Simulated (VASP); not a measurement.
# TiSi6Mo (P4/mmm) in VASP: single point with PBE

Aim: the single point of TiSi6Mo with PBE.

All numbers are computed with VASP 6.6.1; they aren't measurements. Logs are shortened: lines on timing, memory, paths and dates and some standing lists are left out, and cuts for length are marked.

## 1. The cell of the first run

Symmetry: P4/mmm, No. 123, tetragonal system. Conventional cell: a = 3.352 Å, b = 3.352 Å, c = 10.128 Å, α = 90.00°, β = 90.00°, γ = 90.00°. Ti (site symmetry 4/mmm) has 10 Si at 2.50 to 2.71 Å and 4 Ti at 3.35 Å within 3.4 Å. Si (site symmetry 4mm) has 10 Si at 2.47 to 3.35 Å and 4 Ti at 2.71 Å within 3.4 Å. Within 3.4 Å of Si (site symmetry 4mm) lie 1 Ti at 2.50 Å and 1 Mo at 2.56 Å and 12 Si at 2.65 to 3.35 Å. Within 3.4 Å of Si (site symmetry 4mm) lie 10 Si at 2.47 to 3.35 Å and 4 Mo at 2.70 Å. Within 3.4 Å of Mo (site symmetry 4/mmm) lie 10 Si at 2.56 to 2.70 Å and 4 Mo at 3.35 Å.

## 2. Single point, PBE, collinear spin

The input, INCAR:

```
SYSTEM = TiSi6Mo
ALGO     = Normal         ! electronic algorithm
EDIFF    = 1E-6           ! SCF threshold, eV
ENCUT    = 520            ! plane-wave cutoff, eV
GGA      = PE             ! functional
ISIF     = 2              ! what is computed and relaxed
ISMEAR   = 0              ! smearing method
ISPIN    = 2              ! spin polarisation
LASPH    = .TRUE.         ! aspherical terms in the spheres
LCHARG   = .FALSE.        ! write CHGCAR
LMAXMIX  = 4              ! l up to which the mixer works
LORBIT   = 11             ! projections on sites
LREAL    = .FALSE.        ! projectors in reciprocal space
LWAVE    = .FALSE.        ! write WAVECAR
MAGMOM   = 1 0 0 0 0 0 0 1 ! initial moments
NBANDS   = 39             ! bands
NELM     = 150            ! most SCF steps
PREC     = Accurate       ! precision mode
SIGMA    = 0.1            ! smearing width, eV
```

The input, KPOINTS:

```
k-points
0
G
  6 6 2
  0 0 0
```

The input, POSCAR:

```
TiSi6Mo
1.0
    3.3520425429      0.0000000000      0.0000000000
    0.0000000000      3.3520425429      0.0000000000
    0.0000000000      0.0000000000     10.1281909766
Ti Si Mo
1 6 1
Direct
    0.0000000000      0.0000000000      0.0000000000
    0.5000000000      0.5000000000      0.8707681298
    0.5000000000      0.5000000000      0.1292318702
    0.0000000000      0.0000000000      0.7531417472
    0.0000000000      0.0000000000      0.2468582528
    0.5000000000      0.5000000000      0.6271101970
    0.5000000000      0.5000000000      0.3728898030
    0.0000000000      0.0000000000      0.5000000000
```

Potentials or basis: VASP PAW PBE potentials, release 64 (Ti_sv, Si, Mo_sv).

Launch:

```sh
> cat potpaw_PBE.64/Ti_sv/POTCAR potpaw_PBE.64/Si/POTCAR potpaw_PBE.64/Mo_sv/POTCAR > POTCAR
> mpirun -np 1 vasp_std > vasp.out
```

OUTCAR:

```text
SYSTEM = TiSi6Mo
   EDIFF = 1E-6
   ENCUT = 520
   GGA = PE
   ISIF = 2
   ISMEAR = 0
   ISPIN = 2
   LASPH = .TRUE.
   LORBIT = 11
   LREAL = .FALSE.
   NELM = 150
   PREC = Accurate

 ion  position               nearest neighbor table
   1  0.000  0.000  0.000-   4 2.50   5 2.50   2 2.71   3 2.71   2 2.71   3 2.71   2 2.71   3 2.71
                             2 2.71   3 2.71
   2  0.500  0.500  0.871-   6 2.47   3 2.62   4 2.65   4 2.65   4 2.65   4 2.65   1 2.71   1 2.71
                             1 2.71   1 2.71
   3  0.500  0.500  0.129-   7 2.47   2 2.62   5 2.65   5 2.65   5 2.65   5 2.65   1 2.71   1 2.71
                             1 2.71   1 2.71
   4  0.000  0.000  0.753-   1 2.50   8 2.56   2 2.65   2 2.65   2 2.65   2 2.65   6 2.69   6 2.69
                             6 2.69   6 2.69
   5  0.000  0.000  0.247-   1 2.50   8 2.56   3 2.65   3 2.65   3 2.65   3 2.65   7 2.69   7 2.69
                             7 2.69   7 2.69
   6  0.500  0.500  0.627-   2 2.47   7 2.57   4 2.69   4 2.69   4 2.69   4 2.69   8 2.70   8 2.70
                             8 2.70   8 2.70
   7  0.500  0.500  0.373-   3 2.47   6 2.57   5 2.69   5 2.69   5 2.69   5 2.69   8 2.70   8 2.70
                             8 2.70   8 2.70
   8  0.000  0.000  0.500-   4 2.56   5 2.56   6 2.70   7 2.70   6 2.70   7 2.70   6 2.70   7 2.70
                             6 2.70   7 2.70

  LATTYP: Found a simple tetragonal cell.
 ALAT       =     3.3520425429
 C/A-ratio  =     3.0214983393

  Lattice vectors:

 A1 = (   3.3520425429,   0.0000000000,   0.0000000000)
 A2 = (   0.0000000000,   3.3520425429,   0.0000000000)
 A3 = (   0.0000000000,   0.0000000000,  10.1281909766)

Analysis of symmetry for initial positions (statically):
=====================================================================
 Subroutine PRICEL returns:
 Original cell was already a primitive cell.

 Routine SETGRP: Setting up the symmetry group for a
 simple tetragonal supercell.

 Subroutine GETGRP returns: Found 16 space group operations
 (whereof 16 operations were pure point group operations)
 out of a pool of 16 trial point group operations.

The static configuration has the point symmetry D_4h.

Analysis of symmetry for dynamics (positions and initial velocities):
=====================================================================
 Subroutine PRICEL returns:
 Original cell was already a primitive cell.

 Routine SETGRP: Setting up the symmetry group for a
 simple tetragonal supercell.

 Subroutine GETGRP returns: Found 16 space group operations
 (whereof 16 operations were pure point group operations)
 out of a pool of 16 trial point group operations.

The dynamic configuration has the point symmetry D_4h.

Analysis of structural, dynamic, and magnetic symmetry:
=====================================================================
 Subroutine PRICEL returns:
 Original cell was already a primitive cell.

 Routine SETGRP: Setting up the symmetry group for a
 simple tetragonal supercell.

 Subroutine GETGRP returns: Found 16 space group operations
 (whereof 16 operations were pure point group operations)
 out of a pool of 16 trial point group operations.

The overall configuration has the point symmetry D_4h.

 Subroutine INISYM returns: Found 16 space group operations
 (whereof 16 operations are pure point group operations),
 and found     1 'primitive' translations

----------------------------------------------------------------------------------------

                                     Primitive cell

  volume of cell :     113.8023

  direct lattice vectors                    reciprocal lattice vectors
     3.352042543  0.000000000  0.000000000     0.298325569  0.000000000  0.000000000
     0.000000000  3.352042543  0.000000000     0.000000000  0.298325569  0.000000000
     0.000000000  0.000000000 10.128190977     0.000000000  0.000000000  0.098734315

  length of vectors
     3.352042543  3.352042543 10.128190977     0.298325569  0.298325569  0.098734315

  position of ions in fractional coordinates (direct lattice)
     0.000000000  0.000000000  0.000000000
     0.500000000  0.500000000  0.870768130
     0.500000000  0.500000000  0.129231870
     0.000000000  0.000000000  0.753141747
     0.000000000  0.000000000  0.246858253
     0.500000000  0.500000000  0.627110197
     0.500000000  0.500000000  0.372889803
     0.000000000  0.000000000  0.500000000

  ion indices of the primitive-cell ions
   primitive index   ion index
                 1           1
                 2           2
                 3           3
                 4           4
                 5           5
                 6           6
                 7           7
                 8           8

----------------------------------------------------------------------------------------

 KPOINTS: k-points

Automatic generation of k-mesh.
 Grid dimensions read from file:
 generate k-points for:    6    6    2

 Generating k-lattice:

  Cartesian coordinates                     Fractional coordinates (reciprocal lattice)
     0.049720928  0.000000000  0.000000000     0.166666667  0.000000000  0.000000000
     0.000000000  0.049720928  0.000000000     0.000000000  0.166666667  0.000000000
     0.000000000  0.000000000  0.049367158     0.000000000  0.000000000  0.500000000

  Length of vectors
     0.049720928  0.049720928  0.049367158

  Shift w.r.t. Gamma in fractional coordinates (k-lattice)
     0.000000000  0.000000000  0.000000000

 Subroutine IBZKPT returns following result:
 ===========================================

 Found     20 irreducible k-points:

 Following reciprocal coordinates:
            Coordinates               Weight
  0.000000  0.000000  0.000000      1.000000
  0.166667  0.000000  0.000000      4.000000
  0.333333  0.000000  0.000000      4.000000
  0.500000  0.000000  0.000000      2.000000
  0.166667  0.166667  0.000000      4.000000
  0.333333  0.166667  0.000000      8.000000
[... 12 lines left out ...]
  0.500000  0.333333  0.500000      4.000000
  0.500000  0.500000  0.500000      1.000000
   k-points           NKPTS =     20   k-points in BZ     NKDIM =     20   number of bands    NBANDS=     39
   number of dos      NEDOS =    301   number of ions     NIONS =      8
   total plane-waves  NPLWV =  62720
   dimension x,y,z NGX =    28 NGY =   28 NGZ =   80
   dimension x,y,z NGXF=    56 NGYF=   56 NGZF=  160
   ions per type =               1   6   1
   NGX,Y,Z   is equivalent  to a cutoff of  13.89, 13.89, 13.13 a.u.
   NGXF,Y,Z  is equivalent  to a cutoff of  27.77, 27.77, 26.26 a.u.
 SYSTEM =  TiSi6Mo
   PREC   = accura    normal or accurate (medium, high low for compatibility)
   ISTART =      0    job   : 0-new  1-cont  2-samecut
   ICHARG =      2    charge: 1-file 2-atom 10-const
   ISPIN  =      2    spin polarized calculation?
   LNONCOLLINEAR =      F non collinear calculations
   LSORBIT =      F    spin-orbit coupling
   LASPH  =      T    aspherical Exc in radial PAW
   ENCUT  =  520.0 eV  38.22 Ry    6.18 a.u.   6.23  6.23 18.83*2*pi/ulx,y,z
   NELM   =    150;   NELMIN=  2; NELMDL= -5     # of ELM steps
   EDIFF  = 0.1E-05   stopping-criterion for ELM
   LREAL  =      F    real-space projection
   EDIFFG = 0.1E-04   stopping-criterion for IOM
   NSW    =      0    number of steps for IOM
   IBRION =     -1    ionic relax: 0-MD 1-quasi-New 2-CG
   NFREE  =      0    steps in history (QN), initial steepest desc. (CG)
   ISIF   =      2    stress and relaxation
   ISYM   =      2    0-nonsym 1-usesym 2-fastsym
   POTIM  = 0.5000    time-step for ionic-motion
   TEBEG  =    0.0;   TEEND  =   0.0 temperature during run
   PSTRESS=    0.0 pullay stress
   NELECT =      50.0000    total number of electrons
   NUPDOWN=      -1.0000    fix difference up-down
   EMIN   =  10.00;   EMAX   =-10.00  energy-range for DOS
   EFERMI =   0.00;   METHOD = LEGACY
   ISMEAR =     0;   SIGMA  =   0.10  broadening in eV -4-tet -1-fermi 0-gaus
   EFERMI_NEDOS =   21; number of points for ismear=-14 and -15
   IALGO  =     38    algorithm
   IMIX   =      4    mixing-type and parameters
     AMIX     =   0.40;   BMIX     =  1.00
     AMIX_MAG =   1.60;   BMIX_MAG =  1.00
  volume/ion in A,a.u.               =      14.23        96.00
  Fermi-wavevector in a.u.,A,eV,Ry     =   1.244556  2.351870 21.074339  1.548920
  Thomas-Fermi vector in A             =   2.378818
   LORBIT       =     11    0 simple, 1 ext, 2 COOP (PROOUT), +10 PAW based schemes
   GGA     = PE    functional components
   LHFCALC =     F    Hartree Fock is set to
   AEXX    =    0.0000 exact exchange contribution
   IVDW    =     0    specifies the selected vdW correction
   LEPSILON=     F    determine dielectric tensor
   LRPA    =     F    only Hartree local field effects (RPA)
 spin polarized calculation
 Gauss-broadening in eV      SIGMA  =   0.10
  energy-cutoff  :      520.00
  volume of cell :      113.80
 maximum number of plane-waves:      3120
 NGX is ok and might be reduce to    28
   NGX = 13   NGY = 13   NGZ = 37

 number of electron      50.0000002 magnetization       0.0003211

 Free energy of the ion-electron system (eV)
  ---------------------------------------------------
  ext. energy  EPLUGINS =         0.00000000
  ---------------------------------------------------
  free energy    TOTEN  =       -52.25147196 eV

  energy without entropy =      -52.23832981  energy(sigma->0) =      -52.24490089

 E-fermi :  10.8833     XC(G=0): -11.7236

 val. band max:       10.8314267503   @ k =   0.5000   0.1667   0.5000
 cond. band min:      10.9178417450   @ k =   0.1667   0.1667   0.5000
 fundamental gap:      0.0864149947
 Fermi energy:        10.8832890461

 spin component 1

 k-point     1 :       0.0000    0.0000    0.0000
  band No.  band energies     occupation
      1     -50.2308      1.00000
      2     -45.7007      1.00000
      3     -24.3987      1.00000
      4     -24.3017      1.00000
      5     -24.3017      1.00000
      6     -22.0583      1.00000
[... 789 lines left out ...]
     36      15.0476      0.00000
     37      16.1014      0.00000
 Fermi energy:        10.8832890461

 spin component 2

 k-point     1 :       0.0000    0.0000    0.0000
  band No.  band energies     occupation
      1     -50.2309      1.00000
      2     -45.7007      1.00000
      3     -24.3989      1.00000
      4     -24.3018      1.00000
      5     -24.3018      1.00000
      6     -22.0583      1.00000
[... 789 lines left out ...]
     36      15.0477      0.00000
     37      16.1014      0.00000
 [bands above 37 left out]

------------------------ aborting loop because EDIFF is reached ----------------------------------------

  FORCE on cell =-STRESS in cart. coord.  units (eV):
  Direction    XX          YY          ZZ          XY          YZ          ZX
  --------------------------------------------------------------------------------------
  -------------------------------------------------------------------------------------
  Total       -0.9470646     -0.9470646      1.3292046      0.0000000     -0.0000000      0.0000000
  in kB      -13.3333497    -13.3333497     18.7133478      0.0000000     -0.0000000      0.0000000
  external PRESSURE =      -2.6511172 kB  Pullay stress =       0.0000000 kB

 VOLUME and BASIS-vectors are now :
 -----------------------------------------------------------------------------
  energy-cutoff  :      520.00
  volume of cell :      113.80
      direct lattice vectors                 reciprocal lattice vectors
     3.352042543  0.000000000  0.000000000     0.298325569  0.000000000  0.000000000
     0.000000000  3.352042543  0.000000000     0.000000000  0.298325569  0.000000000
     0.000000000  0.000000000 10.128190977     0.000000000  0.000000000  0.098734315

 POSITION                                       TOTAL-FORCE (eV/Angst)
 -----------------------------------------------------------------------------------
      0.00000      0.00000      0.00000         0.000000      0.000000      0.000000
      1.67602      1.67602      8.81931         0.000000      0.000000      0.155084
      1.67602      1.67602      1.30889        -0.000000      0.000000     -0.155084
      0.00000      0.00000      7.62796         0.000000      0.000000     -0.048316
      0.00000      0.00000      2.50023         0.000000      0.000000      0.048316
      1.67602      1.67602      6.35149        -0.000000      0.000000     -0.142750
      1.67602      1.67602      3.77670         0.000000     -0.000000      0.142750
      0.00000      0.00000      5.06410         0.000000      0.000000      0.000000
 -----------------------------------------------------------------------------------
    total drift:                               -0.000000     -0.000000      0.000000

  FREE ENERGIE OF THE ION-ELECTRON SYSTEM (eV)
  ---------------------------------------------------
  free  energy   TOTEN  =       -52.2514719644 eV

  energy  without entropy=      -52.2383298059  energy(sigma->0) =      -52.24490089

 total charge

# of ion       s       p       d       tot
------------------------------------------
    1        2.172   6.148   2.070  10.390
    2        0.778   0.843   0.000   1.620
    3        0.778   0.843   0.000   1.620
    4        0.785   0.827   0.000   1.612
    5        0.785   0.827   0.000   1.612
    6        0.755   0.834   0.000   1.589
    7        0.755   0.834   0.000   1.589
    8        2.262   6.165   4.097  12.523
--------------------------------------------------
tot          9.070  17.320   6.166  32.556

 magnetization (x)

# of ion       s       p       d       tot
------------------------------------------
    1        0.000   0.000   0.000   0.000
    2       -0.000   0.000   0.000   0.000
    3       -0.000   0.000   0.000   0.000
    4        0.000   0.000   0.000   0.000
    5        0.000   0.000   0.000   0.000
    6        0.000   0.000   0.000   0.000
    7        0.000   0.000   0.000   0.000
    8       -0.000  -0.000  -0.000  -0.000
--------------------------------------------------
tot          0.000   0.000  -0.000   0.000
```

It took 1.7 min on 1 thread of Intel Xeon 6975P-C (Granite Rapids), shared host; peak memory 0.36 GiB.

Results:

```yaml
Free_energy: -52.2515 eV
Pressure: -0.3 GPa
Largest_force: 0.155 eV/Å
Band_gap_on_the_k_mesh: zero (filled and empty bands overlap)
Net_moment: 0.00 μB per cell
Valence_electrons_inside_the_program's_atomic_spheres: Ti 10.39; Si 1.62, 1.61, 1.59 (each value once); Mo 12.52
```

Forces in eV/Å, atoms in the order of the input:
```
Ti   0.000  0.000  0.000
Si   0.000  0.000  0.155
Si   0.000  0.000 -0.155
Si   0.000  0.000 -0.048
Si   0.000  0.000  0.048
Si   0.000  0.000 -0.143
Si   0.000  0.000  0.143
Mo   0.000  0.000  0.000
```

The gap in the log of VASP goes by the Fermi energy; the results here count the filled bands.